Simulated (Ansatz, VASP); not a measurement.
**NiCl in VASP and in Ansatz**

```
CELL_PARAMETERS angstrom
3.45803 0.00000 0.00000
-1.72902 2.99475 0.00000
0.00000 0.00000 9.19918
ATOMIC_POSITIONS crystal
Ni 0.33333 0.66667 0.25000
Ni 0.66667 0.33333 0.75000
Cl 0.33333 0.66667 0.75000
Cl 0.66667 0.33333 0.25000
```

Alike in both runs: task single point; functional PBE; k mesh 6 × 6 × 2; occupations gaussian, width 0.1 eV; collinear spin.

|  | VASP | Ansatz |
| --- | --- | --- |
| version | VASP 6.6.1 | Ansatz 0.2.0 |
| potentials or method | VASP PAW PBE potentials, release 64 (Ni, Cl), cutoff 520 eV | scalar-relativistic, plane waves, PAW |
| valence electrons in the cell | 34 | 50 |

VASP gave:

- gap on the k mesh at the Fermi level (eV): none
- pressure (GPa): 14.3
- traceless stress, the component that is largest in VASP (GPa): -14.41
- net moment per atom (μB): 0.06

Q: Which values does Ansatz return?

A: gap on the k mesh at the Fermi level (eV): none; pressure (GPa): 14.1; traceless stress, the component that is largest in VASP (GPa): -14.16; net moment per atom (μB): 0.06.

A gap of «none» marks a metal or a gap that the smearing closes. VASP's potentials hold 34 valence electrons a cell and Ansatz's 50, so a difference there can come from the potentials and not from the codes. Ansatz's warnings: seeded moment not kept.
